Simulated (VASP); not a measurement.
WC:

```
CELL_PARAMETERS angstrom
2.84717 0.00000 0.00000
-1.42358 2.46572 0.00000
0.00000 0.00000 2.77869
ATOMIC_POSITIONS crystal
W 0.00000 0.00000 0.00000
C 0.66667 0.33333 0.50000
```

Program: VASP 6.6.1. Alike in all runs: task single point; potentials or basis VASP PAW PBE potentials, release 64 (W_sv, C); no spin polarisation; cell as given; smearing fermi-dirac 0.05 eV.

Order these runs on this cell by their pressure, lowest first.
A. level r2SCAN+rVV10; k mesh 10 × 10 × 9; cutoff (eV) 520
B. level PBE0; k mesh 6 × 6 × 6; cutoff (eV) 520; grid for exact exchange (PRECFOCK) Normal; share of exact exchange 0.25
C. level b88 exchange, pbe correlation; k mesh 10 × 10 × 9; cutoff (eV) 600

B (26.1 GPa), A (31.5 GPa), C (36.2 GPa).

Caveats: some runs use coarse meshes; the PAW data sets were made with another functional, which shifts forces and pressure a little; the cell stands under pressure (at least some runs).
